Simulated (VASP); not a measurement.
The system is BaCd3Se4.

```
Ba Cd Se
1.0
     4.37932    0.00000    0.00000
    -2.18966    3.79260    0.00000
     0.00000    0.00000   11.96940
Ba Cd Se
1 3 4
Direct
  0.66667 0.33333 0.00000
  0.66667 0.33333 0.50000
  0.33333 0.66667 0.24335
  0.33333 0.66667 0.75665
  0.00000 0.00000 0.12682
  0.00000 0.00000 0.62590
  0.00000 0.00000 0.37410
  0.00000 0.00000 0.87318
```

| Item | Value |
| --- | --- |
| Program | VASP 6.6.1 |
| Task | relaxation of cell and atoms |
| Functional | PBE |
| Potentials or basis | VASP PAW PBE potentials, release 64 (Ba_sv, Cd, Se) |
| Cutoff | 600 eV |
| k mesh | 3 × 3 × 1 |
| Occupations | gaussian, width 0.15 eV |
| Spin | no spin polarisation |

At the start: pressure 8.3 GPa; volume 24.85 Å³/atom.

How do energy, volume and symmetry change on relaxing?

Over 13 steps the energy falls by 180.7 meV/atom and the volume is 28.51 Å³/atom (+14.7 %); space group P-6m2 (No. 187, to 0.05 Å).

The path:
```csv
step,energy change (eV),largest force (eV/Å),pressure (GPa),volume (Å³)
1,0.0000,1.2883,8.27,198.80
2,-0.9121,0.7064,-1.38,237.96
3,-0.9223,0.7320,-0.66,233.34
4,-1.0360,0.6802,-0.48,231.67
5,-1.1693,0.5266,0.45,226.49
6,-1.2324,0.4526,0.43,226.43
7,-1.3488,0.2912,0.47,226.21
8,-1.1708,1.9652,1.30,225.71
9,-1.3602,0.5319,0.55,226.13
10,-1.4328,0.1988,-0.07,228.40
11,-1.4424,0.0895,-0.37,229.67
12,-1.4424,0.0882,-0.35,229.60
13,-1.4459,0.0709,-0.08,228.06
```

Final structure:
```
CELL_PARAMETERS angstrom
4.62166 0.00000 0.00000
-2.31083 4.00247 0.00000
0.00000 0.00000 12.32868
ATOMIC_POSITIONS crystal
Ba 0.66667 0.33333 0.00000
Cd 0.66667 0.33333 0.50000
Cd 0.33333 0.66667 0.27600
Cd 0.33333 0.66667 0.72400
Se 0.00000 0.00000 0.14779
Se 0.00000 0.00000 0.60992
Se 0.00000 0.00000 0.39008
Se 0.00000 0.00000 0.85221
```

Caveat: the k points lie up to 0.52 Å⁻¹ apart in the final cell; the relaxation stopped at a loose force limit of 0.08 eV/Å, so its end isn't a converged minimum.
